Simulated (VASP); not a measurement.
# Be3Se2S (Imm2) in VASP: single point with r2SCAN

Aim: the single point of Be3Se2S with r2SCAN.

Everything below comes from runs of VASP 6.6.1. Logs are shortened: lines on timing, memory, paths and dates and some standing lists are left out, and cuts for length are marked.

### 1 The cell of the first run

It takes space group Imm2 (No. 44, orthorhombic). The conventional cell has a = 3.591 Å, b = 10.771 Å, c = 5.074 Å, α = 90.00°, β = 90.00°, γ = 90.00°. Within 2.8 Å of Be (site symmetry m) lie 1 S at 2.11 Å and 3 Se at 2.23 to 2.24 Å. Within 2.8 Å of Be (site symmetry mm2) lie 2 S at 2.15 Å and 2 Se at 2.24 Å. Se (site symmetry m) has 4 Be at 2.23 to 2.24 Å within 2.9 Å. S (site symmetry mm2) has 4 Be at 2.11 to 2.15 Å within 2.8 Å.

### 2 Single point, r2SCAN

File POSCAR:

```
Be3Se2S
1.0
   -1.7953462275      5.3853424128      2.5368331096
    1.7953462275     -5.3853424128      2.5368331096
    1.7953462275      5.3853424128     -2.5368331096
Be Se S
3 2 1
Direct
    0.4010723184      0.2411715152      0.1599008032
    0.0812707121      0.2411715152      0.8400991968
    0.7672923608      0.2672923608      0.5000000000
    0.3347898583      0.0002423270      0.3345475313
    0.6656947957      0.0002423270      0.6654524687
    0.9998799548      0.9998799548      0.0000000000
```

File INCAR.step1:

```
  PREC = Accurate
  ENCUT = 660
  ISMEAR = 0
  SIGMA = 0.02
  LREAL = F
  LASPH = T
  NELM = 120
  NBANDS = 21
  GGA = PE
  ALGO = Normal
  EDIFF = 1E-5
  LWAVE = T
  LCHARG = F
  GGA_COMPAT = F
```

File INCAR.step2:

```
  PREC = Accurate
  ENCUT = 660
  EDIFF = 1E-6
  ISMEAR = 0
  SIGMA = 0.02
  LREAL = F
  LASPH = T
  NELM = 120
  ALGO = Normal
  ISIF = 2
  LWAVE = F
  LCHARG = F
  METAGGA = R2SCAN
  LMIXTAU = T
  NBANDS = 21
  ISTART = 1
  GGA_COMPAT = F
```

File KPOINTS:

```
Automatic mesh
0
Gamma
  8 8 8
```

Potentials or basis: VASP PAW PBE potentials, release 64 (Be, Se, S).

Started as:

```sh
$ cat potpaw_PBE.64/Be/POTCAR potpaw_PBE.64/Se/POTCAR potpaw_PBE.64/S/POTCAR > POTCAR
$ cp INCAR.step1 INCAR
$ mpirun -np 1 vasp_std > vasp.out
$ cp INCAR.step2 INCAR
$ mpirun -np 1 vasp_std > vasp.out
```

OUTCAR:

```text
PREC = Accurate
   ENCUT = 660
   EDIFF = 1E-6
   ISMEAR = 0
   LREAL = F
   LASPH = T
   NELM = 120
   ISIF = 2
   METAGGA = R2SCAN
   ISTART = 1

 ion  position               nearest neighbor table
   1  0.401  0.241  0.160-   6 2.11   5 2.23   5 2.23   4 2.24
   2  0.081  0.241  0.840-   6 2.11   4 2.23   4 2.23   5 2.24
   3  0.767  0.267  0.500-   6 2.15   6 2.15   5 2.24   4 2.24
   4  0.335  0.000  0.335-   2 2.23   2 2.23   3 2.24   1 2.24
   5  0.666  0.000  0.665-   1 2.23   1 2.23   3 2.24   2 2.24
   6  1.000  1.000  0.000-   2 2.11   1 2.11   3 2.15   3 2.15

  LATTYP: Found a body centered orthorhombic cell.
 ALAT       =     3.5906924550
 B/A-ratio  =     1.4130049518
 C/A-ratio  =     2.9996121808

  Lattice vectors:

 A1 = (   1.7953462275,  -5.3853424128,  -2.5368331096)
 A2 = (  -1.7953462275,  -5.3853424128,   2.5368331096)
 A3 = (  -1.7953462275,   5.3853424128,  -2.5368331096)

Analysis of symmetry for initial positions (statically):
=====================================================================
 Subroutine PRICEL returns:
 Original cell was already a primitive cell.

 Routine SETGRP: Setting up the symmetry group for a
 body centered orthorhombic supercell.

 Subroutine GETGRP returns: Found  4 space group operations
 (whereof  4 operations were pure point group operations)
 out of a pool of  8 trial point group operations.

The static configuration has the point symmetry C_2v.

Analysis of symmetry for dynamics (positions and initial velocities):
=====================================================================
 Subroutine PRICEL returns:
 Original cell was already a primitive cell.

 Routine SETGRP: Setting up the symmetry group for a
 body centered orthorhombic supercell.

 Subroutine GETGRP returns: Found  4 space group operations
 (whereof  4 operations were pure point group operations)
 out of a pool of  8 trial point group operations.

The dynamic configuration has the point symmetry C_2v.

 Subroutine INISYM returns: Found  4 space group operations
 (whereof  4 operations are pure point group operations),
 and found     1 'primitive' translations

----------------------------------------------------------------------------------------

                                     Primitive cell

  volume of cell :      98.1100

  direct lattice vectors                    reciprocal lattice vectors
    -1.795346228  5.385342413  2.536833110     0.000000000  0.092844607  0.197096135
     1.795346228 -5.385342413  2.536833110     0.278497814  0.000000000  0.197096135
     1.795346228  5.385342413 -2.536833110     0.278497814  0.092844607  0.000000000

  length of vectors
     6.217773171  6.217773171  6.217773171     0.217869244  0.341186047  0.293566268

  position of ions in fractional coordinates (direct lattice)
     0.401072318  0.241171515  0.159900803
     0.081270712  0.241171515  0.840099197
     0.767292361  0.267292361  0.500000000
     0.334789858  0.000242327  0.334547531
     0.665694796  0.000242327  0.665452469
     0.999879955  0.999879955  0.000000000

  ion indices of the primitive-cell ions
   primitive index   ion index
                 1           1
                 2           2
                 3           3
                 4           4
                 5           5
                 6           6

----------------------------------------------------------------------------------------

 KPOINTS: Automatic mesh

Automatic generation of k-mesh.
 Grid dimensions read from file:
 generate k-points for:    8    8    8

 Generating k-lattice:

  Cartesian coordinates                     Fractional coordinates (reciprocal lattice)
     0.000000000  0.011605576  0.024637017     0.125000000  0.000000000 -0.000000000
     0.034812227  0.000000000  0.024637017     0.000000000  0.125000000 -0.000000000
     0.034812227  0.011605576  0.000000000     0.000000000  0.000000000  0.125000000

  Length of vectors
     0.027233655  0.042648256  0.036695783

  Shift w.r.t. Gamma in fractional coordinates (k-lattice)
     0.000000000  0.000000000  0.000000000

 Subroutine IBZKPT returns following result:
 ===========================================

 Found     95 irreducible k-points:

 Following reciprocal coordinates:
            Coordinates               Weight
  0.000000  0.000000  0.000000      1.000000
  0.125000  0.000000 -0.000000      4.000000
  0.250000  0.000000 -0.000000      4.000000
  0.375000  0.000000  0.000000      4.000000
  0.500000  0.000000 -0.000000      2.000000
  0.000000  0.125000 -0.000000      4.000000
[... 16 lines left out ...]
  0.125000  0.375000  0.000000      8.000000
  0.250000  0.375000 -0.000000      8.000000
 [... further k-points ...]
   k-points           NKPTS =     95   k-points in BZ     NKDIM =     95   number of bands    NBANDS=     21
   number of dos      NEDOS =    301   number of ions     NIONS =      6
   total plane-waves  NPLWV = 157464
   dimension x,y,z NGX =    54 NGY =   54 NGZ =   54
   dimension x,y,z NGXF=   108 NGYF=  108 NGZF=  108
   ions per type =               3   2   1
   NGX,Y,Z   is equivalent  to a cutoff of  14.44, 14.44, 14.44 a.u.
   NGXF,Y,Z  is equivalent  to a cutoff of  28.88, 28.88, 28.88 a.u.
 SYSTEM =  unknown system
   PREC   = accura    normal or accurate (medium, high low for compatibility)
   ISTART =      1    job   : 0-new  1-cont  2-samecut
   ICHARG =      0    charge: 1-file 2-atom 10-const
   ISPIN  =      1    spin polarized calculation?
   LNONCOLLINEAR =      F non collinear calculations
   LSORBIT =      F    spin-orbit coupling
   LASPH  =      T    aspherical Exc in radial PAW
   ENCUT  =  660.0 eV  48.51 Ry    6.96 a.u.  13.02 13.02 13.02*2*pi/ulx,y,z
   NELM   =    120;   NELMIN=  2; NELMDL=  0     # of ELM steps
   EDIFF  = 0.1E-05   stopping-criterion for ELM
   LREAL  =      F    real-space projection
   EDIFFG = 0.1E-04   stopping-criterion for IOM
   NSW    =      0    number of steps for IOM
   IBRION =     -1    ionic relax: 0-MD 1-quasi-New 2-CG
   NFREE  =      0    steps in history (QN), initial steepest desc. (CG)
   ISIF   =      2    stress and relaxation
   ISYM   =      2    0-nonsym 1-usesym 2-fastsym
   POTIM  = 0.5000    time-step for ionic-motion
   TEBEG  =    0.0;   TEEND  =   0.0 temperature during run
   PSTRESS=    0.0 pullay stress
   NELECT =      24.0000    total number of electrons
   NUPDOWN=      -1.0000    fix difference up-down
   EMIN   =  10.00;   EMAX   =-10.00  energy-range for DOS
   EFERMI =   0.00;   METHOD = LEGACY
   ISMEAR =     0;   SIGMA  =   0.02  broadening in eV -4-tet -1-fermi 0-gaus
   EFERMI_NEDOS =   21; number of points for ismear=-14 and -15
   IALGO  =     38    algorithm
   IMIX   =      4    mixing-type and parameters
     AMIX     =   0.40;   BMIX     =  1.00
     AMIX_MAG =   1.60;   BMIX_MAG =  1.00
  volume/ion in A,a.u.               =      16.35       110.35
  Fermi-wavevector in a.u.,A,eV,Ry     =   1.023860  1.934816 14.262855  1.048290
  Thomas-Fermi vector in A             =   2.157617
   LORBIT       =      0    0 simple, 1 ext, 2 COOP (PROOUT), +10 PAW based schemes
   METAGGA = R2SCAN    functional components
   LHFCALC =     F    Hartree Fock is set to
   AEXX    =    0.0000 exact exchange contribution
   IVDW    =     0    specifies the selected vdW correction
   LEPSILON=     F    determine dielectric tensor
   LRPA    =     F    only Hartree local field effects (RPA)
 non-spin polarized calculation
 Gauss-broadening in eV      SIGMA  =   0.02
  energy-cutoff  :      660.00
  volume of cell :       98.11
 maximum number of plane-waves:      3808
 NGX is ok and might be reduce to    54
   NGX = 27   NGY = 27   NGZ = 27

 number of electron      24.0000000 magnetization

 Free energy of the ion-electron system (eV)
  ---------------------------------------------------
  ext. energy  EPLUGINS =         0.00000000
  ---------------------------------------------------
  free energy    TOTEN  =       -55.78846696 eV

  energy without entropy =      -55.78846696  energy(sigma->0) =      -55.78846696

 E-fermi :   3.4292     XC(G=0):  -9.8878

 val. band max:        3.3283095275   @ k =   0.0000   0.0000   0.0000
 cond. band min:       6.4692194371   @ k =   0.5000   0.5000   0.5000
 fundamental gap:      3.1409099096
 Fermi energy:         3.4292173257

 k-point     1 :       0.0000    0.0000    0.0000
  band No.  band energies     occupation
      1     -11.0038      2.00000
      2      -9.2763      2.00000
      3      -9.0346      2.00000
      4      -1.5381      2.00000
      5      -1.4084      2.00000
      6      -0.9780      2.00000
[... 13 lines left out ...]
     20      12.6534      0.00000
     21      12.8360      0.00000

 k-point     2 :       0.1250    0.0000   -0.0000
  band No.  band energies     occupation
      1     -10.9361      2.00000
      2      -9.3389      2.00000
      3      -9.0801      2.00000
      4      -1.8554      2.00000
      5      -1.7215      2.00000
      6      -0.4846      2.00000
[... 13 lines left out ...]
     20      11.9965      0.00000
     21      12.0393      0.00000

 k-point     3 :       0.2500    0.0000   -0.0000
  band No.  band energies     occupation
      1     -10.7394      2.00000
      2      -9.4753      2.00000
      3      -9.2461      2.00000
      4      -2.2502      2.00000
      5      -1.7626      2.00000
      6       0.2259      2.00000
[... 13 lines left out ...]
     20      10.9867      0.00000
     21      11.1240      0.00000

 k-point     4 :       0.3750    0.0000    0.0000
  band No.  band energies     occupation
      1     -10.4354      2.00000
      2      -9.6858      2.00000
      3      -9.4542      2.00000
      4      -2.5049      2.00000
      5      -1.3689      2.00000
      6       0.4286      2.00000
[... 13 lines left out ...]
     20      10.7923      0.00000
     21      11.2201      0.00000

 k-point     5 :       0.5000    0.0000   -0.0000
  band No.  band energies     occupation
      1     -10.1271      2.00000
      2      -9.9777      2.00000
      3      -9.5202      2.00000
      4      -2.5918      2.00000
      5      -0.7292      2.00000
      6      -0.4534      2.00000
[... 13 lines left out ...]
     20      10.9817      0.00000
     21      11.3330      0.00000

 k-point     6 :       0.0000    0.1250   -0.0000
  band No.  band energies     occupation
      1     -10.8400      2.00000
      2      -9.2763      2.00000
      3      -9.0330      2.00000
      4      -1.7294      2.00000
      5      -1.6621      2.00000
      6      -0.4727      2.00000
[... 13 lines left out ...]
     20      10.8562      0.00000
     21      12.7012      0.00000

 k-point     7 :       0.1250    0.1250   -0.0000
  band No.  band energies     occupation
      1     -10.6713      2.00000
      2      -9.3936      2.00000
      3      -9.1636      2.00000
      4      -2.0831      2.00000
      5      -1.8196      2.00000
      6      -0.0040      2.00000
[... 13 lines left out ...]
     20      11.0758      0.00000
     21      12.1869      0.00000
[... 291 lines left out ...]
      1     -10.5362      2.00000
      2      -9.2185      2.00000
      3      -8.9315      2.00000
      4      -1.5190      2.00000
      5      -1.2540      2.00000
      6      -0.7178      2.00000
[... 13 lines left out ...]
     20      11.5032      0.00000
     21      11.5206      0.00000

 k-point    21 :      -0.1250    0.2500   -0.0000
  band No.  band energies     occupation
      1     -10.5229      2.00000
      2      -9.2035      2.00000
      3      -8.9455      2.00000
      4      -1.5661      2.00000
      5      -1.3545      2.00000
      6      -0.8430      2.00000
[... 13 lines left out ...]
     20      11.5911      0.00000
     21      12.0288      0.00000

 k-point    22 :       0.0000    0.3750    0.0000
  band No.  band energies     occupation
      1      -9.8603      2.00000
      2      -9.2571      2.00000
      3      -9.0253      2.00000
      4      -1.9422      2.00000
      5      -1.6048      2.00000
      6      -1.4024      2.00000
[... 13 lines left out ...]
     20      12.7043      0.00000
     21      12.8609      0.00000

 k-point    23 :       0.1250    0.3750    0.0000
  band No.  band energies     occupation
      1      -9.7074      2.00000
      2      -9.3408      2.00000
      3      -9.1100      2.00000
      4      -2.2413      2.00000
      5      -1.6882      2.00000
      6      -1.4286      2.00000
[... 13 lines left out ...]
     20      12.0944      0.00000
     21      12.4878      0.00000

 k-point    24 :       0.2500    0.3750   -0.0000
  band No.  band energies     occupation
      1      -9.6527      2.00000
      2      -9.3971      2.00000
      3      -9.1413      2.00000
      4      -2.2977      2.00000
      5      -1.6134      2.00000
      6      -1.4426      2.00000
[... 13 lines left out ...]
     20      11.3217      0.00000
     21      11.7123      0.00000

 [... further k-points ...]

------------------------ aborting loop because EDIFF is reached ----------------------------------------

  FORCE on cell =-STRESS in cart. coord.  units (eV):
  Direction    XX          YY          ZZ          XY          YZ          ZX
  --------------------------------------------------------------------------------------
  -------------------------------------------------------------------------------------
  Total       -0.2281642     -0.2329330     -0.2329028      0.0000000      0.0000000      0.0000000
  in kB       -3.7260150     -3.8038919     -3.8033992      0.0000000      0.0000000      0.0000000
  external PRESSURE =      -3.7777687 kB  Pullay stress =       0.0000000 kB

 VOLUME and BASIS-vectors are now :
 -----------------------------------------------------------------------------
  energy-cutoff  :      660.00
  volume of cell :       98.11
      direct lattice vectors                 reciprocal lattice vectors
    -1.795346228  5.385342413  2.536833110     0.000000000  0.092844607  0.197096135
     1.795346228 -5.385342413  2.536833110     0.278497814  0.000000000  0.197096135
     1.795346228  5.385342413 -2.536833110     0.278497814  0.092844607  0.000000000

 POSITION                                       TOTAL-FORCE (eV/Angst)
 -----------------------------------------------------------------------------------
      0.00000      1.72224      1.22362        -0.000000      0.016286      0.015866
      1.79535      3.66310     -1.31321        -0.000000     -0.016286      0.015866
      0.00000      5.38534      1.35615         0.000000      0.000000     -0.030464
      0.00000      3.60331      0.00123         0.000000      0.001551     -0.001460
      0.00000      7.16738      0.00123         0.000000     -0.001551     -0.001460
      0.00000      0.00000      5.07306         0.000000     -0.000000      0.001651
 -----------------------------------------------------------------------------------
    total drift:                                0.000000      0.000000     -0.000050

  FREE ENERGIE OF THE ION-ELECTRON SYSTEM (eV)
  ---------------------------------------------------
  free  energy   TOTEN  =       -55.7884669593 eV

  energy  without entropy=      -55.7884669593  energy(sigma->0) =      -55.78846696
```

Wall time 73 min (1 thread of Intel Xeon 8259CL, shared host); peak memory 0.62 GiB.

Results:

```
Free energy            : -55.7885 eV
Pressure               : -0.4 GPa
Largest force          : 0.030 eV/Å
Band gap on the k mesh : 3.14 eV (least direct gap 3.31 eV)
```

Forces on the atoms (eV/Å):
```
Be   0.000  0.016  0.016
Be   0.000 -0.016  0.016
Be   0.000  0.000 -0.030
Se   0.000  0.002 -0.001
Se   0.000 -0.002 -0.001
S    0.000  0.000  0.002
```

Caveat: the PAW data sets were made with another functional, which shifts forces and pressure a little. A k mesh can miss the band edges.
